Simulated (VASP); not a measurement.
# Ge (Imma) in VASP: notebook

Ge is run at these levels: PBEsol; tasks: single point.

Everything below comes from runs of VASP 6.6.1. Logs are shortened: lines on timing, memory, paths and dates and some standing lists are left out, and cuts for length are marked.

### 1 The cell of the first run

The structure is orthorhombic, space group Imma (No. 74). Conventional cell: a = 5.142 Å, b = 5.461 Å, c = 2.788 Å, α = 90.00°, β = 90.00°, γ = 90.00°. Ge (site symmetry mm2) has 10 Ge at 2.75 to 3.66 Å within 3.7 Å.

### 2 Single point, PBEsol (strain +0.030 along x and y, -0.030 along z)

The input, INCAR:

```
SYSTEM = Ge
ALGO = Normal ; EDIFF = 1E-7
ENCUT = 520 ; GGA = PS
ISIF = 2 ; ISMEAR = 0
LASPH = .True. ; LCHARG = .False.
LREAL = .False. ; LWAVE = .False.
NBANDS = 21 ; NELM = 100
PREC = Accurate ; SIGMA = 0.15
```

The input, KPOINTS:

```
k-points
0
Gamma
  20 20 20
  0 0 0
```

The input, POSCAR:

```
Ge
1.0
   -2.5707749400      2.7303888900      1.3938385900
    2.5707749400     -2.7303888900      1.3938385900
    2.5707749400      2.7303888900     -1.3938385900
Ge
2
Direct
    0.1859430000      0.9359430000      0.2500000000
    0.8140570000      0.0640570000      0.7500000000
```

Potentials or basis: VASP PAW PBE potentials, release 64 (Ge_d).

Command:

```console
> cat potpaw_PBE.64/Ge_d/POTCAR > POTCAR
> mpirun -np 1 vasp_std > vasp.out
```

OUTCAR:

```text
SYSTEM = Ge
   EDIFF = 1E-7
   ENCUT = 520
   GGA = PS
   ISIF = 2
   ISMEAR = 0
   LASPH = .True.
   LREAL = .False.
   NELM = 100
   PREC = Accurate

 ion  position               nearest neighbor table
   1  0.186  0.936  0.250-   2 2.75   2 2.75   2 2.77   2 2.77
   2  0.814  0.064  0.750-   1 2.75   1 2.75   1 2.77   1 2.77

  LATTYP: Found a body centered orthorhombic cell.
 ALAT       =     2.7876771800
 B/A-ratio  =     1.8443849657
 C/A-ratio  =     1.9588989067

  Lattice vectors:

 A1 = (   2.5707749400,  -2.7303888900,   1.3938385900)
 A2 = (  -2.5707749400,  -2.7303888900,  -1.3938385900)
 A3 = (   2.5707749400,   2.7303888900,  -1.3938385900)

Analysis of symmetry for initial positions (statically):
=====================================================================
 Subroutine PRICEL returns:
 Original cell was already a primitive cell.

 Routine SETGRP: Setting up the symmetry group for a
 body centered orthorhombic supercell.

 Subroutine GETGRP returns: Found  8 space group operations
 (whereof  4 operations were pure point group operations)
 out of a pool of  8 trial point group operations.

The static configuration has the point symmetry C_2h.
 The point group associated with its full space group is D_2h.

Analysis of symmetry for dynamics (positions and initial velocities):
=====================================================================
 Subroutine PRICEL returns:
 Original cell was already a primitive cell.

 Routine SETGRP: Setting up the symmetry group for a
 body centered orthorhombic supercell.

 Subroutine GETGRP returns: Found  8 space group operations
 (whereof  4 operations were pure point group operations)
 out of a pool of  8 trial point group operations.

The dynamic configuration has the point symmetry C_2h.
 The point group associated with its full space group is D_2h.

 Subroutine INISYM returns: Found  8 space group operations
 (whereof  4 operations are pure point group operations),
 and found     1 'primitive' translations

----------------------------------------------------------------------------------------

                                     Primitive cell

  volume of cell :      39.1346

  direct lattice vectors                    reciprocal lattice vectors
    -2.570774940  2.730388890  1.393838590     0.000000000  0.183124097  0.358721593
     2.570774940 -2.730388890  1.393838590     0.194493883  0.000000000  0.358721593
     2.570774940  2.730388890 -1.393838590     0.194493883  0.183124097  0.000000000

  length of vectors
     4.000836575  4.000836575  4.000836575     0.402759999  0.408055207  0.267137241

  position of ions in fractional coordinates (direct lattice)
     0.185943000  0.935943000  0.250000000
     0.814057000  0.064057000  0.750000000

  ion indices of the primitive-cell ions
   primitive index   ion index
                 1           1
                 2           2

----------------------------------------------------------------------------------------

 KPOINTS: k-points

Automatic generation of k-mesh.
 Grid dimensions read from file:
 generate k-points for:   20   20   20

 Generating k-lattice:

  Cartesian coordinates                     Fractional coordinates (reciprocal lattice)
     0.000000000  0.009156205  0.017936080     0.050000000 -0.000000000  0.000000000
     0.009724694  0.000000000  0.017936080    -0.000000000  0.050000000  0.000000000
     0.009724694  0.009156205  0.000000000     0.000000000 -0.000000000  0.050000000

  Length of vectors
     0.020138000  0.020402760  0.013356862

  Shift w.r.t. Gamma in fractional coordinates (k-lattice)
     0.000000000  0.000000000  0.000000000

 Subroutine IBZKPT returns following result:
 ===========================================

 Found   1166 irreducible k-points:

 Following reciprocal coordinates:
            Coordinates               Weight
  0.000000  0.000000  0.000000      1.000000
  0.050000  0.000000  0.000000      4.000000
  0.100000  0.000000 -0.000000      4.000000
  0.150000  0.000000  0.000000      4.000000
  0.200000  0.000000 -0.000000      4.000000
  0.250000  0.000000  0.000000      4.000000
[... 16 lines left out ...]
 -0.450000  0.050000 -0.000000      8.000000
 -0.400000  0.050000  0.000000      8.000000
 [... further k-points ...]
   k-points           NKPTS =   1166   k-points in BZ     NKDIM =   1166   number of bands    NBANDS=     21
   number of dos      NEDOS =    301   number of ions     NIONS =      2
   total plane-waves  NPLWV =  27000
   dimension x,y,z NGX =    30 NGY =   30 NGZ =   30
   dimension x,y,z NGXF=    60 NGYF=   60 NGZF=   60
   ions per type =               2
   NGX,Y,Z   is equivalent  to a cutoff of  12.47, 12.47, 12.47 a.u.
   NGXF,Y,Z  is equivalent  to a cutoff of  24.93, 24.93, 24.93 a.u.
 SYSTEM =  Ge
   PREC   = accura    normal or accurate (medium, high low for compatibility)
   ISTART =      0    job   : 0-new  1-cont  2-samecut
   ICHARG =      2    charge: 1-file 2-atom 10-const
   ISPIN  =      1    spin polarized calculation?
   LNONCOLLINEAR =      F non collinear calculations
   LSORBIT =      F    spin-orbit coupling
   LASPH  =      T    aspherical Exc in radial PAW
   ENCUT  =  520.0 eV  38.22 Ry    6.18 a.u.   7.44  7.44  7.44*2*pi/ulx,y,z
   NELM   =    100;   NELMIN=  2; NELMDL= -5     # of ELM steps
   EDIFF  = 0.1E-06   stopping-criterion for ELM
   LREAL  =      F    real-space projection
   EDIFFG = 0.1E-05   stopping-criterion for IOM
   NSW    =      0    number of steps for IOM
   IBRION =     -1    ionic relax: 0-MD 1-quasi-New 2-CG
   NFREE  =      0    steps in history (QN), initial steepest desc. (CG)
   ISIF   =      2    stress and relaxation
   ISYM   =      2    0-nonsym 1-usesym 2-fastsym
   POTIM  = 0.5000    time-step for ionic-motion
   TEBEG  =    0.0;   TEEND  =   0.0 temperature during run
   PSTRESS=    0.0 pullay stress
   NELECT =      28.0000    total number of electrons
   NUPDOWN=      -1.0000    fix difference up-down
   EMIN   =  10.00;   EMAX   =-10.00  energy-range for DOS
   EFERMI =   0.00;   METHOD = LEGACY
   ISMEAR =     0;   SIGMA  =   0.15  broadening in eV -4-tet -1-fermi 0-gaus
   EFERMI_NEDOS =   21; number of points for ismear=-14 and -15
   IALGO  =     38    algorithm
   IMIX   =      4    mixing-type and parameters
     AMIX     =   0.40;   BMIX     =  1.00
     AMIX_MAG =   1.60;   BMIX_MAG =  1.00
  volume/ion in A,a.u.               =      19.57       132.05
  Fermi-wavevector in a.u.,A,eV,Ry     =   1.464223  2.766980 29.170188  2.143948
  Thomas-Fermi vector in A             =   2.580224
   LORBIT       =      0    0 simple, 1 ext, 2 COOP (PROOUT), +10 PAW based schemes
   GGA     = PS    functional components
   LHFCALC =     F    Hartree Fock is set to
   AEXX    =    0.0000 exact exchange contribution
   IVDW    =     0    specifies the selected vdW correction
   LEPSILON=     F    determine dielectric tensor
   LRPA    =     F    only Hartree local field effects (RPA)
 non-spin polarized calculation
 Gauss-broadening in eV      SIGMA  =   0.15
  energy-cutoff  :      520.00
  volume of cell :       39.13
 maximum number of plane-waves:      1077
 NGX is ok and might be reduce to    30
   NGX = 15   NGY = 15   NGZ = 15

 number of electron      27.9999983 magnetization

 Free energy of the ion-electron system (eV)
  ---------------------------------------------------
  ext. energy  EPLUGINS =         0.00000000
  ---------------------------------------------------
  free energy    TOTEN  =        -9.47808490 eV

  energy without entropy =       -9.46865483  energy(sigma->0) =       -9.47336987

 E-fermi :   6.0641     XC(G=0): -11.1953

 val. band max:        6.0628733149   @ k =  -0.2000  -0.2500   0.2000
 cond. band min:       6.0647797963   @ k =   0.5000   0.2000   0.0500
 fundamental gap:      0.0019064814
 Fermi energy:         6.0640757227

 k-point     1 :       0.0000    0.0000    0.0000
  band No.  band energies     occupation
      1     -18.5562      2.00000
      2     -18.5189      2.00000
      3     -18.5184      2.00000
      4     -18.4853      2.00000
      5     -18.4420      2.00000
      6     -18.4073      2.00000
[... 13 lines left out ...]
     20      16.1234      0.00000
     21      18.9067      0.00000

 k-point     2 :       0.0500    0.0000    0.0000
  band No.  band energies     occupation
      1     -18.5540      2.00000
      2     -18.5175      2.00000
      3     -18.5126      2.00000
      4     -18.4842      2.00000
      5     -18.4431      2.00000
      6     -18.4087      2.00000
[... 13 lines left out ...]
     20      16.4390      0.00000
     21      19.0038      0.00000

 k-point     3 :       0.1000    0.0000   -0.0000
  band No.  band energies     occupation
      1     -18.5480      2.00000
      2     -18.5093      2.00000
      3     -18.4997      2.00000
      4     -18.4810      2.00000
      5     -18.4461      2.00000
      6     -18.4126      2.00000
[... 13 lines left out ...]
     20      17.0100      0.00000
     21      17.9556      0.00000

 k-point     4 :       0.1500    0.0000    0.0000
  band No.  band energies     occupation
      1     -18.5392      2.00000
      2     -18.4945      2.00000
      3     -18.4809      2.00000
      4     -18.4759      2.00000
      5     -18.4505      2.00000
      6     -18.4181      2.00000
[... 13 lines left out ...]
     20      16.3856      0.00000
     21      17.7982      0.00000

 k-point     5 :       0.2000    0.0000   -0.0000
  band No.  band energies     occupation
      1     -18.5288      2.00000
      2     -18.4752      2.00000
      3     -18.4694      2.00000
      4     -18.4579      2.00000
      5     -18.4557      2.00000
      6     -18.4237      2.00000
[... 13 lines left out ...]
     20      15.3774      0.00000
     21      17.5249      0.00000
[... 382 lines left out ...]
     20      16.5501      0.00000
     21      17.5995      0.00000

 k-point    22 :       0.5000    0.0500   -0.0000
  band No.  band energies     occupation
      1     -18.4822      2.00000
      2     -18.4666      2.00000
      3     -18.4604      2.00000
      4     -18.4506      2.00000
      5     -18.4381      2.00000
      6     -18.4228      2.00000
[... 13 lines left out ...]
     20      16.6024      0.00000
     21      17.4384      0.00000

 k-point    23 :      -0.4500    0.0500   -0.0000
  band No.  band energies     occupation
      1     -18.4845      2.00000
      2     -18.4685      2.00000
      3     -18.4534      2.00000
      4     -18.4441      2.00000
      5     -18.4381      2.00000
      6     -18.4269      2.00000
[... 13 lines left out ...]
     20      16.0077      0.00000
     21      18.0134      0.00000

 k-point    24 :      -0.4000    0.0500    0.0000
  band No.  band energies     occupation
      1     -18.4903      2.00000
      2     -18.4693      2.00000
      3     -18.4467      2.00000
      4     -18.4426      2.00000
      5     -18.4312      2.00000
      6     -18.4293      2.00000
[... 13 lines left out ...]
     20      14.7694      0.00000
     21      18.5190      0.00000

 [... further k-points ...]

------------------------ aborting loop because EDIFF is reached ----------------------------------------

  FORCE on cell =-STRESS in cart. coord.  units (eV):
  Direction    XX          YY          ZZ          XY          YZ          ZX
  --------------------------------------------------------------------------------------
  -------------------------------------------------------------------------------------
  Total       -0.8658457     -1.6816413     -0.4829686      0.0000000     -0.0000000      0.0000000
  in kB      -35.4478611    -68.8466666    -19.7728111      0.0000000     -0.0000000      0.0000000
  external PRESSURE =     -41.3557796 kB  Pullay stress =       0.0000000 kB

 VOLUME and BASIS-vectors are now :
 -----------------------------------------------------------------------------
  energy-cutoff  :      520.00
  volume of cell :       39.13
      direct lattice vectors                 reciprocal lattice vectors
    -2.570774940  2.730388890  1.393838590     0.000000000  0.183124097  0.358721593
     2.570774940 -2.730388890  1.393838590     0.194493883  0.000000000  0.358721593
     2.570774940  2.730388890 -1.393838590     0.194493883  0.183124097  0.000000000

 POSITION                                       TOTAL-FORCE (eV/Angst)
 -----------------------------------------------------------------------------------
      2.57077     -1.36519      1.21527        -0.000000      0.000000     -0.040886
      0.00000      4.09558      0.17857         0.000000     -0.000000      0.040886
 -----------------------------------------------------------------------------------
    total drift:                                0.000000      0.000000     -0.000000

  FREE ENERGIE OF THE ION-ELECTRON SYSTEM (eV)
  ---------------------------------------------------
  free  energy   TOTEN  =        -9.4780849047 eV

  energy  without entropy=       -9.4686548343  energy(sigma->0) =       -9.47336987
```

Wall time 7.7 min (1 thread of AMD EPYC 9R45 (Zen 5), shared host); peak memory 0.75 GiB.

Results:

| Quantity | Value |
| --- | --- |
| Free energy | -9.4781 eV |
| Pressure | -4.1 GPa |
| Largest force | 0.041 eV/Å |
| Band gap on the k mesh | zero (bands 14 and 15 overlap by 5.10 eV) |

Forces on the atoms (eV/Å):
```
Ge   0.000  0.000 -0.041
Ge   0.000  0.000  0.041
```

Caveat: the cell differs from its parent crystal (strain +0.030 along x and y, -0.030 along z); the cell stands under tension; the PAW data sets were made with another functional, which shifts forces and pressure a little.

### 3 Single point, PBEsol (strain +0.030 along x and y, -0.015 along z)

The input, INCAR:

```
SYSTEM = Ge
ALGO     = Normal         ! electronic algorithm
EDIFF    = 1E-6           ! SCF threshold, eV
ENCUT    = 520            ! plane-wave cutoff, eV
GGA      = PS             ! functional
ISIF     = 2              ! what is computed and relaxed
ISMEAR   = 0              ! smearing method
LASPH    = .TRUE.         ! aspherical terms in the spheres
LCHARG   = .FALSE.        ! write CHGCAR
LREAL    = .FALSE.        ! projectors in reciprocal space
LWAVE    = .FALSE.        ! write WAVECAR
NBANDS   = 21             ! bands
NELM     = 80             ! most SCF steps
PREC     = Accurate       ! precision mode
SIGMA    = 0.15           ! smearing width, eV
```

The input, KPOINTS:

```
k-points
0
G
  20 20 20
  0 0 0
```

The input, POSCAR:

```
Ge
1.0
   -2.5707749400      2.7303888900      1.4153927950
    2.5707749400     -2.7303888900      1.4153927950
    2.5707749400      2.7303888900     -1.4153927950
Ge
2
Direct
    0.1859430000      0.9359430000      0.2500000000
    0.8140570000      0.0640570000      0.7500000000
```

Potentials or basis: VASP PAW PBE potentials, release 64 (Ge_d).

Command:

```console
> cat potpaw_PBE.64/Ge_d/POTCAR > POTCAR
> mpirun -np 1 vasp_std > vasp.out
```

Wall time 5.2 min (1 thread of Intel Xeon 6975P-C (Granite Rapids), shared host); peak memory 0.78 GiB.

The run converged. Its results:

```yaml
Free_energy: -9.4673 eV
Pressure: -5.1 GPa
Largest_force: 0.043 eV/Å
Band_gap_on_the_k_mesh: zero (bands 14 and 15 overlap by 5.11 eV)
```

Forces on the atoms (eV/Å):
```
Ge   0.000  0.000 -0.043
Ge   0.000  0.000  0.043
```

Stress tensor (GPa, compression positive):
```
-4.46  0.00  0.00
 0.00 -7.17  0.00
 0.00  0.00 -3.81
```

Levels at points of the mesh, in eV from the Fermi level:
| k point | band 12 | band 13 | band 14 | band 15 | band 16 | band 17 |
| --- | --- | --- | --- | --- | --- | --- |
| (0.00, 0.00, 0.00) | -4.47 | -2.44 | -1.92 | 3.36 | 6.21 | 7.65 |
| (0.50, 0.00, 0.00) | -6.59 | -2.07 | -1.64 | -0.51 | 1.65 | 3.05 |
| (0.00, 0.50, 0.00) | -5.57 | -3.49 | -2.27 | -1.39 | 3.27 | 3.77 |
| (0.50, 0.50, 0.00) | -10.19 | 0.43 | 0.43 | 1.78 | 1.78 | 7.33 |
| (0.50, 0.50, 0.50) | -8.31 | -5.56 | -5.38 | 5.23 | 7.60 | 9.58 |

Caveat: the cell differs from its parent crystal (strain +0.030 along x and y, -0.015 along z); the cell stands under tension; the PAW data sets were made with another functional, which shifts forces and pressure a little.

### 4 Single point, PBEsol (strain -0.030 along x and y, +0.000 along z)

The input, INCAR:

```
PREC = Accurate
ENCUT = 520
EDIFF = 1E-6
ISMEAR = 0
SIGMA = 0.15
LREAL = False
LASPH = True
NELM = 60
ALGO = Normal
ISIF = 2
LWAVE = False
LCHARG = False
GGA = PS
NBANDS = 21
```

The input, KPOINTS:

```
regular mesh
0
Gamma
  20 20 20
```

The input, POSCAR:

```
Ge
1.0
   -2.4210210600      2.5713371100      1.4369470000
    2.4210210600     -2.5713371100      1.4369470000
    2.4210210600      2.5713371100     -1.4369470000
Ge
2
Direct
    0.1859430000      0.9359430000      0.2500000000
    0.8140570000      0.0640570000      0.7500000000
```

Command:

```console
> cat potpaw_PBE.64/Ge_d/POTCAR > POTCAR
> mpirun -np 1 vasp_std > vasp.out
```

Run time: 4 min. Hardware: 1 thread of Intel Xeon 6975P-C (Granite Rapids), shared host; peak memory 0.72 GiB.

Results (log left out):

| Property | Result |
| --- | --- |
| Free energy | -9.5133 eV |
| Pressure | 2.2 GPa |
| Largest force | 0.051 eV/Å |
| Band gap on the k mesh | zero (bands 14 and 15 overlap by 6.40 eV) |

Forces in eV/Å, atoms in the order of the input:
```
Ge   0.000  0.000 -0.051
Ge   0.000  0.000  0.051
```

Stress tensor (GPa, compression positive):
```
2.78 0.00 0.00
0.00 3.31 0.00
0.00 0.00 0.63
```

Levels at points of the mesh, in eV from the Fermi level:
| k point | band 10 | band 11 | band 12 | band 13 | band 14 | band 15 | band 16 | band 17 | band 18 | band 19 |
| --- | --- | --- | --- | --- | --- | --- | --- | --- | --- | --- |
| (0.00, 0.00, 0.00) | -24.35 | -13.64 | -3.21 | -2.34 | -1.95 | 3.45 | 7.07 | 7.67 | 7.85 | 8.75 |
| (0.50, 0.00, 0.00) | -24.47 | -8.43 | -7.35 | -1.84 | -1.53 | -0.99 | 1.35 | 3.44 | 4.63 | 9.89 |
| (0.00, 0.50, 0.00) | -24.37 | -8.57 | -6.30 | -3.32 | -2.31 | -2.11 | 2.96 | 4.31 | 7.12 | 8.95 |
| (0.50, 0.50, 0.00) | -24.48 | -10.67 | -10.67 | 0.83 | 0.83 | 2.75 | 2.75 | 6.53 | 6.53 | 10.44 |
| (0.50, 0.50, 0.50) | -24.48 | -9.13 | -8.21 | -6.24 | -5.93 | 3.91 | 6.46 | 11.91 | 12.26 | 13.02 |

Caveat: the cell differs from its parent crystal (strain -0.030 along x and y, +0.000 along z); the PAW data sets were made with another functional, which shifts forces and pressure a little.

[end of part 1 of 2]
